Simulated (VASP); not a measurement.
# Ge (Imma) in VASP: single point with LDA

Aim: the single point of Ge with LDA.

All numbers are computed with VASP 6.6.1; they aren't measurements. Logs are shortened: lines on timing, memory, paths and dates and some standing lists are left out, and cuts for length are marked.

## 1. The cell of the first run

Symmetry: Imma, No. 74, orthorhombic system. The conventional cell has a = 3.816 Å, b = 4.134 Å, c = 5.397 Å, α = 90.00°, β = 90.00°, γ = 90.00°. Ge (site symmetry mm2) has 4 Ge at 2.34 to 2.47 Å within 3.1 Å.

## 2. Single point, LDA (engineering shear strain xy -0.0800, normal strain along z -0.0400)

Contents of INCAR:

```
  ALGO = Normal
  EDIFF = 1E-6
  ENCUT = 520
  GGA = CA
  ISIF = 2
  ISMEAR = 0
  LASPH = T
  LCHARG = F
  LREAL = F
  LWAVE = F
  NBANDS = 21
  NELM = 60
  PREC = Accurate
  SIGMA = 0.15
```

Contents of KPOINTS:

```
k-points
0
Gamma
  14 14 14
```

Contents of POSCAR:

```
Ge
1.0
   -0.1124364614      2.8109115346      2.6984750732
    2.8109115346     -0.1124364614      2.6984750732
    2.6984750732      2.6984750732      0.0000000000
Ge
2
Direct
    0.5000000000      0.5000000000      0.5000000000
    0.7500000000      0.7500000000      0.7500000000
```

Potentials or basis: VASP PAW LDA potentials, release 64 (Ge_d).

Command:

```
$ cat potpaw_LDA.64/Ge_d/POTCAR > POTCAR
$ mpirun -np 1 vasp_std > vasp.out
```

OUTCAR:

```text
EDIFF = 1E-6
   ENCUT = 520
   GGA = CA
   ISIF = 2
   ISMEAR = 0
   LASPH = T
   LREAL = F
   NELM = 60
   PREC = Accurate

 ion  position               nearest neighbor table
   1  0.500  0.500  0.500-   2 2.34   2 2.34   2 2.47   2 2.47
   2  0.750  0.750  0.750-   1 2.34   1 2.34   1 2.47   1 2.47

  LATTYP: Found a body centered orthorhombic cell.
 ALAT       =     3.8162200462
 B/A-ratio  =     1.0833333333
 C/A-ratio  =     1.4142135624

  Lattice vectors:

 A1 = (   0.1124364614,  -2.8109115346,  -2.6984750732)
 A2 = (  -0.1124364614,   2.8109115346,  -2.6984750732)
 A3 = (   2.8109115346,  -0.1124364614,   2.6984750732)

Analysis of symmetry for initial positions (statically):
=====================================================================
 Subroutine PRICEL returns:
 Original cell was already a primitive cell.

 Routine SETGRP: Setting up the symmetry group for a
 body centered orthorhombic supercell.

 Subroutine GETGRP returns: Found  8 space group operations
 (whereof  4 operations were pure point group operations)
 out of a pool of  8 trial point group operations.

The static configuration has the point symmetry C_2v.
 The point group associated with its full space group is D_2h.

Analysis of symmetry for dynamics (positions and initial velocities):
=====================================================================
 Subroutine PRICEL returns:
 Original cell was already a primitive cell.

 Routine SETGRP: Setting up the symmetry group for a
 body centered orthorhombic supercell.

 Subroutine GETGRP returns: Found  8 space group operations
 (whereof  4 operations were pure point group operations)
 out of a pool of  8 trial point group operations.

The dynamic configuration has the point symmetry C_2v.
 The point group associated with its full space group is D_2h.

 Subroutine INISYM returns: Found  8 space group operations
 (whereof  4 operations are pure point group operations),
 and found     1 'primitive' translations

----------------------------------------------------------------------------------------

                                     Primitive cell

  volume of cell :      42.5743

  direct lattice vectors                    reciprocal lattice vectors
    -0.112436461  2.810911535  2.698475073    -0.171036770  0.171036770  0.185289835
     2.810911535 -0.112436461  2.698475073     0.171036770 -0.171036770  0.185289835
     2.698475073  2.698475073  0.000000000     0.185289835  0.185289835 -0.185289835

  length of vectors
     3.898157685  3.898157685  3.816220046     0.304695711  0.304695711  0.320931408

  position of ions in fractional coordinates (direct lattice)
     0.500000000  0.500000000  0.500000000
     0.750000000  0.750000000  0.750000000

  ion indices of the primitive-cell ions
   primitive index   ion index
                 1           1
                 2           2

----------------------------------------------------------------------------------------

 KPOINTS: k-points

Automatic generation of k-mesh.
 Grid dimensions read from file:
 generate k-points for:   14   14   14

 Generating k-lattice:

  Cartesian coordinates                     Fractional coordinates (reciprocal lattice)
    -0.012216912  0.012216912  0.013234988     0.071428571  0.000000000  0.000000000
     0.012216912 -0.012216912  0.013234988     0.000000000  0.071428571  0.000000000
     0.013234988  0.013234988 -0.013234988     0.000000000  0.000000000  0.071428571

  Length of vectors
     0.021763979  0.021763979  0.022923672

  Shift w.r.t. Gamma in fractional coordinates (k-lattice)
     0.000000000  0.000000000  0.000000000

 Subroutine IBZKPT returns following result:
 ===========================================

 Found    428 irreducible k-points:

 Following reciprocal coordinates:
            Coordinates               Weight
  0.000000  0.000000  0.000000      1.000000
  0.071429 -0.000000  0.000000      4.000000
  0.142857 -0.000000  0.000000      4.000000
  0.214286  0.000000  0.000000      4.000000
  0.285714  0.000000  0.000000      4.000000
  0.357143 -0.000000  0.000000      4.000000
[... 16 lines left out ...]
  0.214286  0.142857  0.000000      4.000000
  0.285714  0.142857  0.000000      4.000000
 [... further k-points ...]
   k-points           NKPTS =    428   k-points in BZ     NKDIM =    428   number of bands    NBANDS=     21
   number of dos      NEDOS =    301   number of ions     NIONS =      2
   total plane-waves  NPLWV =  25200
   dimension x,y,z NGX =    30 NGY =   30 NGZ =   28
   dimension x,y,z NGXF=    60 NGYF=   60 NGZF=   56
   ions per type =               2
   NGX,Y,Z   is equivalent  to a cutoff of  12.79, 12.79, 12.20 a.u.
   NGXF,Y,Z  is equivalent  to a cutoff of  25.59, 25.59, 24.40 a.u.
 SYSTEM =  unknown system
   PREC   = accura    normal or accurate (medium, high low for compatibility)
   ISTART =      0    job   : 0-new  1-cont  2-samecut
   ICHARG =      2    charge: 1-file 2-atom 10-const
   ISPIN  =      1    spin polarized calculation?
   LNONCOLLINEAR =      F non collinear calculations
   LSORBIT =      F    spin-orbit coupling
   LASPH  =      T    aspherical Exc in radial PAW
   ENCUT  =  520.0 eV  38.22 Ry    6.18 a.u.   7.25  7.25  7.10*2*pi/ulx,y,z
   NELM   =     60;   NELMIN=  2; NELMDL= -5     # of ELM steps
   EDIFF  = 0.1E-05   stopping-criterion for ELM
   LREAL  =      F    real-space projection
   EDIFFG = 0.1E-04   stopping-criterion for IOM
   NSW    =      0    number of steps for IOM
   IBRION =     -1    ionic relax: 0-MD 1-quasi-New 2-CG
   NFREE  =      0    steps in history (QN), initial steepest desc. (CG)
   ISIF   =      2    stress and relaxation
   ISYM   =      2    0-nonsym 1-usesym 2-fastsym
   POTIM  = 0.5000    time-step for ionic-motion
   TEBEG  =    0.0;   TEEND  =   0.0 temperature during run
   PSTRESS=    0.0 pullay stress
   NELECT =      28.0000    total number of electrons
   NUPDOWN=      -1.0000    fix difference up-down
   EMIN   =  10.00;   EMAX   =-10.00  energy-range for DOS
   EFERMI =   0.00;   METHOD = LEGACY
   ISMEAR =     0;   SIGMA  =   0.15  broadening in eV -4-tet -1-fermi 0-gaus
   EFERMI_NEDOS =   21; number of points for ismear=-14 and -15
   IALGO  =     38    algorithm
   IMIX   =      4    mixing-type and parameters
     AMIX     =   0.40;   BMIX     =  1.00
     AMIX_MAG =   1.60;   BMIX_MAG =  1.00
  volume/ion in A,a.u.               =      21.29       143.65
  Fermi-wavevector in a.u.,A,eV,Ry     =   1.423678  2.690361 27.577086  2.026859
  Thomas-Fermi vector in A             =   2.544250
   LORBIT       =      0    0 simple, 1 ext, 2 COOP (PROOUT), +10 PAW based schemes
   GGA     = CA    functional components
   LHFCALC =     F    Hartree Fock is set to
   AEXX    =    0.0000 exact exchange contribution
   IVDW    =     0    specifies the selected vdW correction
   LEPSILON=     F    determine dielectric tensor
   LRPA    =     F    only Hartree local field effects (RPA)
 non-spin polarized calculation
 Gauss-broadening in eV      SIGMA  =   0.15
  energy-cutoff  :      520.00
  volume of cell :       42.57
 maximum number of plane-waves:      1164
 NGX is ok and might be reduce to    30
   NGX = 15   NGY = 15   NGZ = 15

 number of electron      27.9999998 magnetization

 Free energy of the ion-electron system (eV)
  ---------------------------------------------------
  ext. energy  EPLUGINS =         0.00000000
  ---------------------------------------------------
  free energy    TOTEN  =       -10.27834231 eV

  energy without entropy =      -10.27716263  energy(sigma->0) =      -10.27775247

 E-fermi :   5.2945     XC(G=0): -10.5836

 val. band max:        5.2879524201   @ k =   0.0714  -0.0000   0.0000
 cond. band min:       5.2975916279   @ k =   0.0000   0.0000   0.0000
 fundamental gap:      0.0096392078
 Fermi energy:         5.2945099904

 k-point     1 :       0.0000    0.0000    0.0000
  band No.  band energies     occupation
      1     -19.7541      2.00000
      2     -19.7162      2.00000
      3     -19.6657      2.00000
      4     -19.6650      2.00000
      5     -19.6508      2.00000
      6     -19.4664      2.00000
[... 13 lines left out ...]
     20      14.7155      0.00000
     21      15.4401      0.00000

 k-point     2 :       0.0714   -0.0000    0.0000
  band No.  band energies     occupation
      1     -19.7555      2.00000
      2     -19.7177      2.00000
      3     -19.6644      2.00000
      4     -19.6626      2.00000
      5     -19.6491      2.00000
      6     -19.4661      2.00000
[... 13 lines left out ...]
     20      14.4019      0.00000
     21      14.7564      0.00000

 k-point     3 :       0.1429   -0.0000    0.0000
  band No.  band energies     occupation
      1     -19.7589      2.00000
      2     -19.7212      2.00000
      3     -19.6632      2.00000
      4     -19.6546      2.00000
      5     -19.6450      2.00000
      6     -19.4652      2.00000
[... 13 lines left out ...]
     20      14.0409      0.00000
     21      14.2290      0.00000

 k-point     4 :       0.2143    0.0000    0.0000
  band No.  band energies     occupation
      1     -19.7627      2.00000
      2     -19.7247      2.00000
      3     -19.6620      2.00000
      4     -19.6441      2.00000
      5     -19.6407      2.00000
      6     -19.4635      2.00000
[... 13 lines left out ...]
     20      14.0342      0.00000
     21      14.1664      0.00000

 k-point     5 :       0.2857    0.0000    0.0000
  band No.  band energies     occupation
      1     -19.7657      2.00000
      2     -19.7272      2.00000
      3     -19.6610      2.00000
      4     -19.6377      2.00000
      5     -19.6337      2.00000
      6     -19.4614      2.00000
[... 13 lines left out ...]
     20      14.2685      0.00000
     21      14.4989      0.00000

 k-point     6 :       0.3571   -0.0000    0.0000
  band No.  band energies     occupation
      1     -19.7677      2.00000
      2     -19.7283      2.00000
      3     -19.6605      2.00000
      4     -19.6363      2.00000
      5     -19.6252      2.00000
      6     -19.4595      2.00000
[... 13 lines left out ...]
     20      14.9858      0.00000
     21      15.3872      0.00000

 k-point     7 :       0.4286    0.0000    0.0000
  band No.  band energies     occupation
      1     -19.7687      2.00000
      2     -19.7286      2.00000
      3     -19.6605      2.00000
      4     -19.6361      2.00000
      5     -19.6198      2.00000
      6     -19.4585      2.00000
[... 13 lines left out ...]
     20      16.1178      0.00000
     21      16.5559      0.00000
[... 291 lines left out ...]
      1     -19.7624      2.00000
      2     -19.7252      2.00000
      3     -19.6651      2.00000
      4     -19.6474      2.00000
      5     -19.6391      2.00000
      6     -19.4724      2.00000
[... 13 lines left out ...]
     20      13.4882      0.00000
     21      13.9510      0.00000

 k-point    21 :      -0.0714    0.0714    0.0000
  band No.  band energies     occupation
      1     -19.7584      2.00000
      2     -19.7204      2.00000
      3     -19.6671      2.00000
      4     -19.6571      2.00000
      5     -19.6436      2.00000
      6     -19.4699      2.00000
[... 13 lines left out ...]
     20      13.8323      0.00000
     21      14.2015      0.00000

 k-point    22 :       0.1429    0.1429    0.0000
  band No.  band energies     occupation
      1     -19.7585      2.00000
      2     -19.7194      2.00000
      3     -19.6627      2.00000
      4     -19.6517      2.00000
      5     -19.6395      2.00000
      6     -19.4490      2.00000
[... 13 lines left out ...]
     20      13.7623      0.00000
     21      15.0941      0.00000

 k-point    23 :       0.2143    0.1429    0.0000
  band No.  band energies     occupation
      1     -19.7611      2.00000
      2     -19.7196      2.00000
      3     -19.6672      2.00000
      4     -19.6432      2.00000
      5     -19.6290      2.00000
      6     -19.4604      2.00000
[... 13 lines left out ...]
     20      14.3659      0.00000
     21      15.2094      0.00000

 k-point    24 :       0.2857    0.1429    0.0000
  band No.  band energies     occupation
      1     -19.7642      2.00000
      2     -19.7210      2.00000
      3     -19.6685      2.00000
      4     -19.6326      2.00000
      5     -19.6214      2.00000
      6     -19.4697      2.00000
[... 13 lines left out ...]
     20      14.6711      0.00000
     21      15.5487      0.00000

 [... further k-points ...]

------------------------ aborting loop because EDIFF is reached ----------------------------------------

  FORCE on cell =-STRESS in cart. coord.  units (eV):
  Direction    XX          YY          ZZ          XY          YZ          ZX
  --------------------------------------------------------------------------------------
  -------------------------------------------------------------------------------------
  Total        0.9115627      0.9115627      1.5580814      2.0629753      0.0000000      0.0000000
  in kB       34.3043957     34.3043957     58.6345228     77.6349504      0.0000000      0.0000000
  external PRESSURE =      42.4144381 kB  Pullay stress =       0.0000000 kB

 VOLUME and BASIS-vectors are now :
 -----------------------------------------------------------------------------
  energy-cutoff  :      520.00
  volume of cell :       42.57
      direct lattice vectors                 reciprocal lattice vectors
    -0.112436461  2.810911535  2.698475073    -0.171036770  0.171036770  0.185289835
     2.810911535 -0.112436461  2.698475073     0.171036770 -0.171036770  0.185289835
     2.698475073  2.698475073  0.000000000     0.185289835  0.185289835 -0.185289835

 POSITION                                       TOTAL-FORCE (eV/Angst)
 -----------------------------------------------------------------------------------
      2.69848      2.69848      2.69848        -0.000000     -0.000000     -0.861527
      4.04771      4.04771      4.04771         0.000000      0.000000      0.861527
 -----------------------------------------------------------------------------------
    total drift:                                0.000000     -0.000000     -0.000000

  FREE ENERGIE OF THE ION-ELECTRON SYSTEM (eV)
  ---------------------------------------------------
  free  energy   TOTEN  =       -10.2783423077 eV

  energy  without entropy=      -10.2771626318  energy(sigma->0) =      -10.27775247
```

Wall time 7.3 min (1 thread of Intel Xeon 8259CL, shared host); peak memory 0.38 GiB.

What came out:

- Free energy: -10.2783 eV
- Pressure: 4.2 GPa
- Largest force: 0.862 eV/Å
- Band gap on the k mesh: zero (band 14 reaches 5.48 eV, above the bottom of band 15 at 5.18 eV)

Forces in eV/Å, atoms in the order of the input:
```
Ge   0.000  0.000 -0.862
Ge   0.000  0.000  0.862
```

Caveat: the cell differs from its parent crystal (engineering shear strain xy -0.0800, normal strain along z -0.0400).
